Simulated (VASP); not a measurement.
Wanted: the native input for a VASP 6.6.1 run.

```yaml
Task: single point
Functional: LDA
Potentials_or_basis: VASP PAW LDA potentials, release 64 (Mo_sv, Si)
Cutoff: 520 eV
k_mesh: 12 × 12 × 12
Occupations: fermi-dirac, width 0.05 eV
Spin: no spin polarisation
Dipole_correction: no
Further_INCAR_settings: ALGO = Normal; EDIFF = 1e-06; NBANDS = 18
```

The structure of Si2Mo lies in POSCAR:

```
Si2Mo
1.0
   -1.5892614214      1.5892614214      3.9041200105
    1.5892614214     -1.5892614214      3.9041200105
    1.5892614214      1.5892614214     -3.9041200105
Mo Si
1 2
Direct
    0.0000000000      0.0000000000      0.0000000000
    0.6670000000      0.6670000000      0.0000000000
    0.3330000000      0.3330000000      0.0000000000
```

The input as run:

INCAR

```
PREC = Accurate
ENCUT = 520
EDIFF = 1E-6
ISMEAR = -1
SIGMA = 0.05
LREAL = False
LASPH = True
NELM = 80
ALGO = Normal
ISIF = 2
LWAVE = False
LCHARG = False
GGA = CA
NBANDS = 18
```

KPOINTS

```
regular mesh
0
Gamma
  12 12 12
```

Potentials or basis: VASP PAW LDA potentials, release 64 (Mo_sv, Si).

Launch:

```console
$ cat potpaw_LDA.64/Mo_sv/POTCAR potpaw_LDA.64/Si/POTCAR > POTCAR
$ mpirun -np 1 vasp_std > vasp.out
```

Results of the run:

* Pressure: -1.2 GPa
* Largest force: 0.334 eV/Å
* Band gap on the k mesh: zero (bands 11 and 12 overlap by 1.04 eV)

Run time: 67 s on 1 thread of Intel(R) Xeon(R) 6975P-C (Granite Rapids) (shared host), peak memory 0.24 GiB.
